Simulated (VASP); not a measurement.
A run of VASP 6.6.1 is set up as follows.

INCAR

```
  PREC = Accurate
  ENCUT = 520
  EDIFF = 1E-7
  ISMEAR = 0
  SIGMA = 0.1
  LREAL = False
  LASPH = True
  NELM = 80
  ALGO = Normal
  ISIF = 2
  LWAVE = False
  LCHARG = True
  GGA = PE
  LELF = True
  LVHAR = True
  NBANDS = 32
```

Contents of KPOINTS:

```
Automatic mesh
0
Gamma
  4 4 4
```

Contents of POSCAR:

```
ZrCl5
1.0
    5.5587862600      0.0000000000      0.0000000000
    0.0000000000      5.5587862600      0.0000000000
    0.0000000000      0.0000000000      5.5587862600
Zr Cl
1 5
Direct
    0.0000000000      0.0000000000      0.0000000000
    0.7828246000      0.7828246000      0.7828246000
    0.2171754000      0.2171754000      0.7828246000
    0.2171754000      0.7828246000      0.2171754000
    0.7828246000      0.2171754000      0.2171754000
    0.5000000000      0.5000000000      0.5000000000
```

Potentials or basis: VASP PAW PBE potentials, release 64 (Zr_sv, Cl).

Command:

```bash
$ cat potpaw_PBE.64/Zr_sv/POTCAR potpaw_PBE.64/Cl/POTCAR > POTCAR
$ mpirun -np 1 vasp_std > vasp.out
```

Q: What does it give for the pressure?

A: 20.7 GPa.

Q: Estimate the largest force.

A: 5.549 eV/Å.

Q: What does it give for the band gap on the k mesh?

A: Zero (an odd number of electrons rules out a gap without spin polarisation).

Forces in eV/Å, atoms in the order of the input:
```
Zr   0.000  0.000  0.000
Cl  -3.204 -3.204 -3.204
Cl   3.204  3.204 -3.204
Cl   3.204 -3.204  3.204
Cl  -3.204  3.204  3.204
Cl   0.000  0.000  0.000
```

Caveat: the cell stands under pressure; an odd number of electrons without spin polarisation forces a metal; a magnetic or distorted state may lie lower.
